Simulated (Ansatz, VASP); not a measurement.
## AlNi3 in VASP and in Ansatz

```
Al Ni
1.0
     0.00000    2.76774    2.76774
     2.76774    0.00000    2.76774
     2.76774    2.76774    0.00000
Al Ni
1 3
Direct
  0.50000 0.50000 0.50000
  0.25000 0.25000 0.25000
  0.00000 0.00000 0.00000
  0.75000 0.75000 0.75000
```

Alike in both runs: task single point; functional LDA; k mesh 14 × 14 × 14; occupations gaussian, width 0.15 eV; no spin polarisation.

|  | VASP | Ansatz |
| --- | --- | --- |
| version | VASP 6.6.1 | Ansatz 0.2.0 |
| potentials or method | VASP PAW LDA potentials, release 64 (Al, Ni), cutoff 520 eV | scalar-relativistic, plane waves, PAW |
| valence electrons in the cell | 33 | 57 |

|  | VASP | Ansatz | Ansatz less VASP |
| --- | --- | --- | --- |
| gap on the k mesh at the Fermi level (eV) | none | none | - |
| pressure (GPa) | 0.3 | 0.0 | -0.29 |

Ansatz warns that its potentials were made for another functional, while VASP's fit it. LDA's correlation is that of Perdew and Zunger in VASP and of Perdew and Wang (1992) in Ansatz. A gap of «none» marks a metal or a gap that the smearing closes. VASP's potentials hold 33 valence electrons a cell and Ansatz's 57, so a difference there can come from the potentials and not from the codes.
